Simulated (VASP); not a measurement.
# Sn2Bi3O3 (R32) in VASP: a series of runs, part 2 of 2

VASP 6.6.1.

### Step 3. Single point, PBE

This run uses another cell than the first one, of 22.66 Å³/atom.

INCAR

```
SYSTEM = Sn2Bi3O3
PREC = Accurate
ENCUT = 910
EDIFF = 1E-6
ISMEAR = 0
SIGMA = 0.2
LREAL = .FALSE.
LASPH = .TRUE.
NELM = 120
ALGO = Normal
ISIF = 2
LWAVE = .FALSE.
LCHARG = .FALSE.
GGA = PE
NBANDS = 56
GGA_COMPAT = .FALSE.
```

KPOINTS

```
Automatic mesh
0
G
  3 3 3
  0 0 0
```

POSCAR

```
Sn2Bi3O3
1.0
    4.2251167879      2.4393723149      2.9314501000
   -4.2251167879      2.4393723149      2.9314501000
    0.0000000000     -4.8787446297      2.9314501000
Sn Bi O
2 3 3
Direct
    0.3379076558      0.3379076558      0.3379076558
    0.6620923442      0.6620923442      0.6620923442
    0.7849081516      0.2150918484      0.0000000000
    0.2150918484      0.0000000000      0.7849081516
    0.0000000000      0.7849081516      0.2150918484
    0.6893354438      0.3106645562      0.5000000000
    0.3106645562      0.5000000000      0.6893354438
    0.5000000000      0.6893354438      0.3106645562
```

Potentials or basis: VASP PAW PBE potentials, release 64 (Sn_d, Bi_d, O_h).

Command:

```console
cat potpaw_PBE.64/Sn_d/POTCAR potpaw_PBE.64/Bi_d/POTCAR potpaw_PBE.64/O_h/POTCAR > POTCAR
mpirun -np 1 vasp_std > vasp.out
```

OUTCAR:

```text
SYSTEM = Sn2Bi3O3
   PREC = Accurate
   ENCUT = 910
   EDIFF = 1E-6
   ISMEAR = 0
   LREAL = .FALSE.
   LASPH = .TRUE.
   NELM = 120
   ISIF = 2
   GGA = PE

 ion  position               nearest neighbor table
   1  0.338  0.338  0.338-   7 2.14   6 2.14   8 2.14   2 2.85   5 3.43   3 3.43   4 3.43   4 3.48
                             3 3.48   5 3.48
   2  0.662  0.662  0.662-   8 2.14   6 2.14   7 2.14   1 2.85   4 3.43   3 3.43   5 3.43   5 3.48
                             3 3.48   4 3.48
   3  0.785  0.215  0.000-   4 3.15   5 3.15   5 3.40   4 3.40   2 3.43   1 3.43   2 3.48   1 3.48
[... 5 lines left out ...]
   6  0.689  0.311  0.500-   1 2.14   2 2.14
   7  0.311  0.500  0.689-   1 2.14   2 2.14
   8  0.500  0.689  0.311-   2 2.14   1 2.14

  LATTYP: Found a trigonal (rhomboedric) cell.
 ALAT       =     5.6917087813
 COS(alpha) =    -0.1021027582

  Lattice vectors:

 A1 = (   4.2251167879,   2.4393723149,   2.9314501000)
 A2 = (  -4.2251167879,   2.4393723149,   2.9314501000)
 A3 = (   0.0000000000,  -4.8787446297,   2.9314501000)

Analysis of symmetry for initial positions (statically):
[... 172 lines left out ...]

 k-point     1 :       0.0000    0.0000    0.0000
  band No.  band energies     occupation
      1     -16.6901      2.00000
      2     -16.6748      2.00000
      3     -16.6748      2.00000
      4     -16.6369      2.00000
      5     -16.5972      2.00000
      6     -16.5916      2.00000
[... 343 lines left out ...]
     55      11.7088      0.00000
     56      12.7168      0.00000

------------------------ aborting loop because EDIFF is reached ----------------------------------------

  FORCE on cell =-STRESS in cart. coord.  units (eV):
  Direction    XX          YY          ZZ          XY          YZ          ZX
  --------------------------------------------------------------------------------------
  -------------------------------------------------------------------------------------
  Total        0.4031934      0.4031934      0.0456309     -0.0000000      0.0000000      0.0000000
  in kB        3.5634726      3.5634726      0.4032916     -0.0000000      0.0000000      0.0000000
  external PRESSURE =       2.5100789 kB  Pullay stress =       0.0000000 kB

 VOLUME and BASIS-vectors are now :
 -----------------------------------------------------------------------------
  energy-cutoff  :      910.00
  volume of cell :      181.28
      direct lattice vectors                 reciprocal lattice vectors
     4.225116788  2.439372315  2.931450100     0.118339924  0.068323587  0.113709366
    -4.225116788  2.439372315  2.931450100    -0.118339924  0.068323587  0.113709366
     0.000000000 -4.878744630  2.931450100     0.000000000 -0.136647174  0.113709366

 POSITION                                       TOTAL-FORCE (eV/Angst)
 -----------------------------------------------------------------------------------
      0.00000      0.00000      2.97168        -0.000000     -0.000000     -0.016546
      0.00000      0.00000      5.82267        -0.000000      0.000000      0.016546
      2.40754      2.43937      2.93145         0.009897     -0.000000      0.000000
      0.90879     -3.30468      2.93145        -0.004948     -0.008571      0.000000
     -3.31633      0.86531      2.93145        -0.004948      0.008571      0.000000
      1.59993      0.00000      4.39718         0.025955     -0.000000     -0.000000
     -0.79996     -1.38558      4.39718        -0.012977     -0.022477      0.000000
     -0.79996      1.38558      4.39718        -0.012977      0.022477      0.000000
 -----------------------------------------------------------------------------------
    total drift:                                0.000000      0.000000      0.000000

  FREE ENERGIE OF THE ION-ELECTRON SYSTEM (eV)
  ---------------------------------------------------
  free  energy   TOTEN  =       -37.6438440350 eV

  energy  without entropy=      -37.5708298091  energy(sigma->0) =      -37.60733692
```

stdout:

```text
POSCAR found type information on POSCAR SnBiO
 POSCAR found :  3 types and       8 ions
 scaLAPACK will be used
 LDA part: xc-table for (Slater+PW92), standard interpolation
 POSCAR, INCAR and KPOINTS ok, starting setup
 FFT: planning ... GRIDC
 FFT: planning ... GRID_SOFT
 FFT: planning ... GRID
 WAVECAR not read
 entering main loop
```

It took 3.2 min on 1 thread of Intel Xeon Platinum 8259CL at 2.50GHz (Skylake/Cascade Lake), shared host; peak memory 0.49 GiB.

Results:

```
Free energy            : -37.6438 eV
Pressure               : 0.3 GPa
Largest force          : 0.026 eV/Å
Band gap on the k mesh : zero (an odd number of electrons rules out a gap without spin polarisation)
```

Forces on the atoms (eV/Å):
```
Sn   0.000  0.000 -0.017
Sn   0.000  0.000  0.017
Bi   0.010  0.000  0.000
Bi  -0.005 -0.009  0.000
Bi  -0.005  0.009  0.000
O    0.026  0.000  0.000
O   -0.013 -0.022  0.000
O   -0.013  0.022  0.000
```

Stress tensor (GPa, compression positive):
```
0.36 0.00 0.00
0.00 0.36 0.00
0.00 0.00 0.04
```

Caveat: the k points lie up to 0.37 Å⁻¹ apart, too coarse for converged energies and pressures of a metal; the cutoff is under 1.25 times the usual one of these potentials, so pressure, stress and relaxed cells hold a basis-set (Pulay) error; spin-orbit coupling is left out, which moves the levels of the heavy elements; an odd number of electrons without spin polarisation forces a metal; a magnetic or distorted state may lie lower.
